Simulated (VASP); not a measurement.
Here is a VASP 6.6.1 calculation.

File INCAR:

```
PREC     = Accurate       # precision mode
ENCUT    = 520            # plane-wave cutoff, eV
EDIFF    = 1E-6           # SCF threshold, eV
ISMEAR   = -1             # smearing method
SIGMA    = 0.1            # smearing width, eV
LREAL    = False          # projectors in reciprocal space
LASPH    = True           # aspherical terms in the spheres
NELM     = 80             # most SCF steps
ALGO     = Normal         # electronic algorithm
ISIF     = 2              # what is computed and relaxed
LWAVE    = False          # write WAVECAR
LCHARG   = True           # write CHGCAR
GGA      = CA             # functional
LELF     = True           # ELF
LVHAR    = True         
NBANDS   = 32             # bands
```

File KPOINTS:

```
regular mesh
0
Gamma
  16 16 9
```

File POSCAR:

```
Lu
1.0
    3.3823924653      0.0000000000      0.0000000000
   -1.6911962327      2.9292378005      0.0000000000
    0.0000000000      0.0000000000      5.2524129119
Lu
2
Direct
    0.3333333333      0.6666666667      0.2500000000
    0.6666666667      0.3333333333      0.7500000000
```

Potentials or basis: VASP PAW PBE potentials, release 64 (Lu).

The run is started by

```console
$ cat potpaw_PBE.64/Lu/POTCAR > POTCAR
$ mpirun -np 1 vasp_std > vasp.out
```

Task: What does it give for the band gap on the k mesh?

Result: Zero (bands 25 and 26 overlap by 1.88 eV).

Task: Predict the pressure.

Result: 0.2 GPa.

Stress tensor (GPa, compression positive):
```
0.18 0.00 0.00
0.00 0.18 0.00
0.00 0.00 0.35
```

Caveat: the PAW data sets were made with another functional, which shifts forces and pressure a little; spin-orbit coupling is left out, which moves the levels of the heavy elements.
